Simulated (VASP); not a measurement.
A run of VASP 6.6.1 is set up as follows.

POSCAR

```
BN
1.0
    0.0000000000      1.8281667400      1.8281667400
    1.8281667400      0.0000000000      1.8281667400
    1.8281667400      1.8281667400      0.0000000000
B N
1 1
Direct
    0.0000000000      0.0000000000      0.0000000000
    0.2500000000      0.2500000000      0.2500000000
```

INCAR.step1

```
ALGO     = Normal         # electronic algorithm
EDIFF    = 1E-4           # SCF threshold, eV
ENCUT    = 520            # plane-wave cutoff, eV
GGA      = PE             # functional
ISMEAR   = -1             # smearing method
LASPH    = T              # aspherical terms in the spheres
LCHARG   = F              # write CHGCAR
LREAL    = F              # projectors in reciprocal space
LWAVE    = T              # write WAVECAR
NBANDS   = 11             # bands
NELM     = 60             # most SCF steps
PREC     = Accurate       # precision mode
SIGMA    = 0.02           # smearing width, eV
```

File INCAR.step2:

```
ALGO     = Normal         # electronic algorithm
EDIFF    = 1E-6           # SCF threshold, eV
ENCUT    = 520            # plane-wave cutoff, eV
ISIF     = 2              # what is computed and relaxed
ISMEAR   = -1             # smearing method
ISTART   = 1            
LASPH    = T              # aspherical terms in the spheres
LCHARG   = F              # write CHGCAR
LMIXTAU  = T            
LREAL    = F              # projectors in reciprocal space
LWAVE    = F              # write WAVECAR
METAGGA  = R2SCAN         # meta-GGA
NBANDS   = 11             # bands
NELM     = 60             # most SCF steps
PREC     = Accurate       # precision mode
SIGMA    = 0.02           # smearing width, eV
```

Contents of KPOINTS:

```
k-points
0
Gamma
  14 14 14
```

Potentials or basis: VASP PAW PBE potentials, release 64 (B, N).

The run is started by

```console
$ cat potpaw_PBE.64/B/POTCAR potpaw_PBE.64/N/POTCAR > POTCAR
$ cp INCAR.step1 INCAR
$ mpirun -np 1 vasp_std > vasp.out
$ cp INCAR.step2 INCAR
$ mpirun -np 1 vasp_std > vasp.out
```

Problem. Predict the pressure.

Solution. -13.1 GPa.

Problem. Predict the band gap on the k mesh.

Solution. 4.93 eV, indirect (least direct gap 9.36 eV).

Caveat: the PAW data sets were made with another functional, which shifts forces and pressure a little. r2SCAN opens gaps a little over a GGA but as a rule still falls short of measured ones.
